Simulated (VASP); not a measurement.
# BaTiO3 (R3m) in VASP: further runs, part 2 of 2

VASP 6.6.1.

## 3. Single point, LDA (13.10 Å³/atom)

This run uses another cell than the first one, of 13.10 Å³/atom.

The input, INCAR:

```
SYSTEM = BaTiO3
ALGO     = Normal         ! electronic algorithm
EDIFF    = 1E-6           ! SCF threshold, eV
ENCUT    = 520            ! plane-wave cutoff, eV
ISIF     = 2              ! what is computed and relaxed
ISMEAR   = -1             ! smearing method
LASPH    = .TRUE.         ! aspherical terms in the spheres
LCHARG   = .FALSE.        ! write CHGCAR
LREAL    = .FALSE.        ! projectors in reciprocal space
LWAVE    = .FALSE.        ! write WAVECAR
NBANDS   = 28             ! bands
NELM     = 100            ! most SCF steps
PREC     = Accurate       ! precision mode
SIGMA    = 0.05           ! smearing width, eV
```

The input, KPOINTS:

```
k-points
0
G
  7 7 7
  0 0 0
```

The input, POSCAR:

```
BaTiO3
1.0
    2.8460914363      1.6431916568      2.3337475400
   -2.8460914363      1.6431916568      2.3337475400
    0.0000000000     -3.2863833137      2.3337475400
Ba Ti O
1 1 3
Direct
    0.0000000000      0.0000000000      0.0000000000
    0.4845000000      0.4845000000      0.4845000000
    0.5086000000      0.0175000000      0.5086000000
    0.0175000000      0.5086000000      0.5086000000
    0.5086000000      0.5086000000      0.0175000000
```

Potentials or basis: VASP PAW LDA potentials, release 64 (Ba_sv, Ti_sv, O).

Launch:

```sh
$ cat potpaw_LDA.64/Ba_sv/POTCAR potpaw_LDA.64/Ti_sv/POTCAR potpaw_LDA.64/O/POTCAR > POTCAR
$ mpirun -np 1 vasp_std > vasp.out
```

OUTCAR:

```text
SYSTEM = BaTiO3
   EDIFF = 1E-6
   ENCUT = 520
   ISIF = 2
   ISMEAR = -1
   LASPH = .TRUE.
   LREAL = .FALSE.
   NELM = 100
   PREC = Accurate

 ion  position               nearest neighbor table
   1  0.000  0.000  0.000-   5 2.81   4 2.81   3 2.81   4 2.85   3 2.85   4 2.85   3 2.85   5 2.85
                             5 2.85   5 2.90   4 2.90   3 2.90   2 3.39   2 3.45   2 3.45   2 3.45
   2  0.484  0.484  0.484-   5 1.89   4 1.89   3 1.89   5 2.15   4 2.15   3 2.15   1 3.39   1 3.45
                             1 3.45   1 3.45   1 3.53   1 3.53   1 3.53   1 3.61
   3  0.509  0.017  0.509-   2 1.89   2 2.15   1 2.81   1 2.85   1 2.85   1 2.90
   4  0.017  0.509  0.509-   2 1.89   2 2.15   1 2.81   1 2.85   1 2.85   1 2.90
   5  0.509  0.509  0.017-   2 1.89   2 2.15   1 2.81   1 2.85   1 2.85   1 2.90

  LATTYP: Found a trigonal (rhomboedric) cell.
 ALAT       =     4.0307186537
 COS(alpha) =     0.0028448828

  Lattice vectors:

 A1 = (   2.8460914363,   1.6431916568,   2.3337475400)
 A2 = (  -2.8460914363,   1.6431916568,   2.3337475400)
 A3 = (   0.0000000000,  -3.2863833137,   2.3337475400)

Analysis of symmetry for initial positions (statically):
=====================================================================
 Subroutine PRICEL returns:
 Original cell was already a primitive cell.

[... 176 lines left out ...]

 val. band max:        3.2455337956   @ k =   0.4286   0.4286   0.4286
 cond. band min:       5.5504504544   @ k =   0.0000   0.0000   0.0000
 fundamental gap:      2.3049166588
 Fermi energy:         4.4448933249

 k-point     1 :       0.0000    0.0000    0.0000
  band No.  band energies     occupation
      1     -52.3288      2.00000
      2     -28.9754      2.00000
      3     -28.9754      2.00000
      4     -28.9712      2.00000
      5     -21.3907      2.00000
      6     -13.1679      2.00000
[... 733 lines left out ...]
     27      11.4957      0.00000
     28      11.6371      0.00000

 [... further k-points ...]
[... 5 lines left out ...]
  --------------------------------------------------------------------------------------
  -------------------------------------------------------------------------------------
  Total       -2.8960178     -2.8960178     -2.8680708      0.0000000      0.0000000      0.0000000
  in kB      -70.8548557    -70.8548557    -70.1710950      0.0000000      0.0000000      0.0000000
  external PRESSURE =     -70.6269355 kB  Pullay stress =       0.0000000 kB

 VOLUME and BASIS-vectors are now :
 -----------------------------------------------------------------------------
  energy-cutoff  :      520.00
  volume of cell :       65.49
      direct lattice vectors                 reciprocal lattice vectors
     2.846091436  1.643191657  2.333747540     0.175679528  0.101428623  0.142831788
    -2.846091436  1.643191657  2.333747540    -0.175679528  0.101428623  0.142831788
     0.000000000 -3.286383314  2.333747540     0.000000000 -0.202857245  0.142831788

 POSITION                                       TOTAL-FORCE (eV/Angst)
 -----------------------------------------------------------------------------------
      0.00000      0.00000      0.00000         0.000000      0.000000     -0.148422
      0.00000     -0.00000      3.39210         0.000000      0.000000     -0.102786
      1.39772     -0.80697      2.41473        -0.073501      0.042436      0.083736
     -1.39772     -0.80697      2.41473         0.073501      0.042436      0.083736
      0.00000      1.61394      2.41473         0.000000     -0.084872      0.083736
 -----------------------------------------------------------------------------------
    total drift:                                0.000000     -0.000001     -0.000130

  FREE ENERGIE OF THE ION-ELECTRON SYSTEM (eV)
  ---------------------------------------------------
  free  energy   TOTEN  =       -44.0969087616 eV

  energy  without entropy=      -44.0969087616  energy(sigma->0) =      -44.09690876
```

OSZICAR:

```text
N       E                     dE             d eps       ncg     rms          rms(c)
DAV:   1     0.429313670490E+03    0.42931E+03   -0.20942E+04  2464   0.155E+03
DAV:   2    -0.891477769669E+01   -0.43823E+03   -0.41725E+03  2824   0.427E+02
DAV:   3    -0.524030708977E+02   -0.43488E+02   -0.43124E+02  3468   0.132E+02
DAV:   4    -0.544270369899E+02   -0.20240E+01   -0.20196E+01  3708   0.244E+01
DAV:   5    -0.544879870168E+02   -0.60950E-01   -0.60941E-01  3364   0.331E+00    0.229E+01
DAV:   6    -0.445656968564E+02    0.99223E+01   -0.56470E+01  3716   0.669E+01    0.105E+01
DAV:   7    -0.443566119386E+02    0.20908E+00   -0.11820E+01  3332   0.256E+01    0.706E+00
DAV:   8    -0.441213488922E+02    0.23526E+00   -0.69664E-01  2972   0.765E+00    0.350E+00
DAV:   9    -0.441299285404E+02   -0.85796E-02   -0.38027E-01  3636   0.511E+00    0.165E+00
DAV:  10    -0.441011369558E+02    0.28792E-01   -0.18252E-01  2956   0.435E+00    0.563E-01
DAV:  11    -0.440969717930E+02    0.41652E-02   -0.20427E-02  3080   0.857E-01    0.128E-01
DAV:  12    -0.440971783066E+02   -0.20651E-03   -0.22486E-03  3200   0.428E-01    0.143E-01
DAV:  13    -0.440969135940E+02    0.26471E-03   -0.11103E-03  3212   0.338E-01    0.247E-02
DAV:  14    -0.440969090712E+02    0.45227E-05   -0.43944E-05  3008   0.493E-02    0.743E-03
DAV:  15    -0.440969087616E+02    0.30961E-06   -0.58703E-06  3116   0.161E-02
   1 F= -.44096909E+02 E0= -.44096909E+02  d E =-.177710E-10
```

stdout:

```text
POSCAR found type information on POSCAR BaTiO
 POSCAR found :  3 types and       5 ions
 scaLAPACK will be used
 LDA part: xc-table for (Slater(with rela. corr.)+CA(PZ))
 , standard interpolation
 POSCAR, INCAR and KPOINTS ok, starting setup
 FFT: planning ... GRIDC
 FFT: planning ... GRID_SOFT
 FFT: planning ... GRID
 WAVECAR not read
 entering main loop
```

It took 73 s on 1 thread of Intel Xeon 8259CL, shared host; peak memory 0.21 GiB.

Results:

* Free energy: -44.0969 eV
* Pressure: -7.1 GPa
* Largest force: 0.148 eV/Å
* Band gap on the k mesh: 2.31 eV (least direct gap 2.66 eV)

Forces on the atoms (eV/Å):
```
Ba   0.000  0.000 -0.148
Ti   0.000  0.000 -0.103
O   -0.074  0.042  0.084
O    0.074  0.042  0.084
O    0.000 -0.085  0.084
```

Levels at points of the mesh, in eV from the valence-band top:
```
           k point  band 16  band 17  band 18  band 19  band 20  band 21  band 22  band 23  band 24  band 25
(0.00, 0.00, 0.00)    -1.24    -1.00    -0.49    -0.35    -0.35     2.31     2.31     2.45     4.43     4.43
```

Caveat: the cell stands under tension; spin-orbit coupling is left out, which moves the levels of the heavy elements; an odd mesh through Γ misses points on the zone boundary, where band edges can lie.

## 4. Single point, PBEsol (13.10 Å³/atom)

This run uses another cell than the first one, of 13.10 Å³/atom.

The input, INCAR:

```
SYSTEM = BaTiO3
ALGO = Normal
EDIFF = 1E-6
ENCUT = 520
GGA = PS
ISIF = 2
ISMEAR = -1
LASPH = .TRUE.
LCHARG = .FALSE.
LREAL = .FALSE.
LWAVE = .FALSE.
NBANDS = 28
NELM = 60
PREC = Accurate
SIGMA = 0.05
```

KPOINTS is that of step 3.

POSCAR is that of step 3.

Potentials or basis: VASP PAW PBE potentials, release 64 (Ba_sv, Ti_sv, O).

Launch:

```sh
$ cat potpaw_PBE.64/Ba_sv/POTCAR potpaw_PBE.64/Ti_sv/POTCAR potpaw_PBE.64/O/POTCAR > POTCAR
$ mpirun -np 1 vasp_std > vasp.out
```

It took 74 s on 1 thread of Intel Xeon 8259CL, shared host; peak memory 0.23 GiB.

Results (log left out):

```yaml
Free_energy: -41.9991 eV
Pressure: -2.7 GPa
Largest_force: 0.131 eV/Å
Band_gap_on_the_k_mesh: 2.35 eV (least direct gap 2.70 eV)
```

Forces in eV/Å, atoms in the order of the input:
```
Ba   0.000  0.000 -0.131
Ti   0.000  0.000 -0.062
O   -0.030  0.017  0.065
O    0.030  0.017  0.065
O    0.000 -0.035  0.065
```

Levels at points of the mesh, in eV from the valence-band top:
| k point | band 16 | band 17 | band 18 | band 19 | band 20 | band 21 | band 22 | band 23 | band 24 | band 25 |
| --- | --- | --- | --- | --- | --- | --- | --- | --- | --- | --- |
| (0.00, 0.00, 0.00) | -1.24 | -0.99 | -0.49 | -0.36 | -0.36 | 2.35 | 2.35 | 2.48 | 4.43 | 4.43 |

Caveat: the PAW data sets were made with another functional, which shifts forces and pressure a little; spin-orbit coupling is left out, which moves the levels of the heavy elements; an odd mesh through Γ misses points on the zone boundary, where band edges can lie.

## 5. The runs side by side

| level | potentials or basis | cell | gap on the mesh (eV) | pressure (GPa) | largest force (eV/Å) |
| --- | --- | --- | --- | --- | --- |
| LDA | VASP PAW LDA potentials, release 64 (Ba_sv, Ti_sv, O) | a = 4.004 Å, angles 89.8°, 5 atoms | 2.35 | -3.9 | 0.14 |
| LDA | VASP PAW LDA potentials, release 64 (Ba_sv, Ti_sv, O) | a = 4.031 Å, angles 89.8°, 5 atoms | 2.31 | -7.1 | 0.15 |
| PBEsol | VASP PAW PBE potentials, release 64 (Ba_sv, Ti_sv, O) | a = 4.031 Å, angles 89.8°, 5 atoms | 2.35 | -2.7 | 0.13 |

Alike in all rows: task single point; no spin polarisation; k mesh 7 × 7 × 7; cutoff (eV) 520; smearing fermi-dirac 0.05 eV.

Caveats: spin-orbit coupling is left out, which moves the levels of the heavy elements; an odd mesh through Γ misses points on the zone boundary, where band edges can lie; the cell stands under tension (at least some runs); the PAW data sets were made with another functional, which shifts forces and pressure a little (at least some runs).

Absolute energies hang on the potentials; compare differences alone.
